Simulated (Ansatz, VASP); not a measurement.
# Si2W in VASP and in Ansatz

File INCAR:

```
SYSTEM = Si2W
ALGO     = Normal         ! electronic algorithm
EDIFF    = 1E-8           ! SCF threshold, eV
ENCUT    = 520            ! plane-wave cutoff, eV
GGA      = PS             ! functional
ISIF     = 2              ! what is computed and relaxed
ISMEAR   = -1             ! smearing method
LASPH    = .True.         ! aspherical terms in the spheres
LCHARG   = .False.        ! write CHGCAR
LEFG     = .True.       
LREAL    = .False.        ! projectors in reciprocal space
LWAVE    = .False.        ! write WAVECAR
NBANDS   = 18             ! bands
NELM     = 60             ! most SCF steps
PREC     = Accurate       ! precision mode
SIGMA    = 0.05           ! smearing width, eV
```

Contents of KPOINTS:

```
k-points
0
Gamma
  13 13 13
  0 0 0
```

POSCAR

```
Si2W
1.0
   -1.6069000000      1.6069000000      3.9149500000
    1.6069000000     -1.6069000000      3.9149500000
    1.6069000000      1.6069000000     -3.9149500000
Si W
2 1
Direct
    0.3842900000      0.3842900000      0.0000000000
    0.6157100000      0.6157100000      0.0000000000
    0.0000000000      0.0000000000      0.0000000000
```

Input for Ansatz:

```yaml
crystal:
  lattice:
    - [-1.6069, 1.6069, 3.91495]
    - [1.6069, -1.6069, 3.91495]
    - [1.6069, 1.6069, -3.91495]
  atoms:
    - { symbol: Si, position: [0.38429, 0.38429, 0.0] }
    - { symbol: Si, position: [0.61571, 0.61571, 0.0] }
    - { symbol: W, position: [0.0, 0.0, 0.0] }
kpoints:
  mp_grid: { grid: [13, 13, 13] }
scf:
  occupations: { method: fermi_dirac, width: 0.05 }
hamiltonian:
  xc: pbesol
  pseudopotentials: { kind: paw }
output:
  forces: true
  stress: true
  eigenvalues: true
  efg: { contact_densities: true }
  populations: true
```

Change from the starting cell: shortest bond scaled by 0.7, PAW files.

Alike in both runs: task electric field gradients; functional PBEsol; k mesh 13 × 13 × 13; occupations fermi-dirac, width 0.05 eV; no spin polarisation.

```csv
,VASP,Ansatz
version,VASP 6.6.1,Ansatz 0.2.0
potentials or method,"VASP PAW PBE potentials, release 64 (Si, W_sv)","PAW with Ansatz's default frozen-core files, scalar-relativistic"
plane-wave cutoff (eV),520,420
valence electrons in the cell,22,22
```

```csv
,VASP,Ansatz,Ansatz less VASP
pressure (GPa),48.6,48.3,-0.27
"traceless stress, the component that is largest in VASP (GPa)",50.93,51.46,+0.536
rms of the force components (eV/Å),8.563,8.580,+0.0170
size of Vzz on the site where it differs most (V/Å²),60.5,162.2,+101.71
```

VASP's potentials were made for PBE, not for PBEsol. Atom by atom the forces differ by 0.017 eV/Å (rms over components). Both programs put the cell under a high pressure, so it lies far from rest at this level. One of these differences is far larger than is usual between the two programs; its cause wasn't traced. The functional is the same, so the differences come from potentials, cutoffs and numerics.

Neither program's run includes spin-orbit coupling.
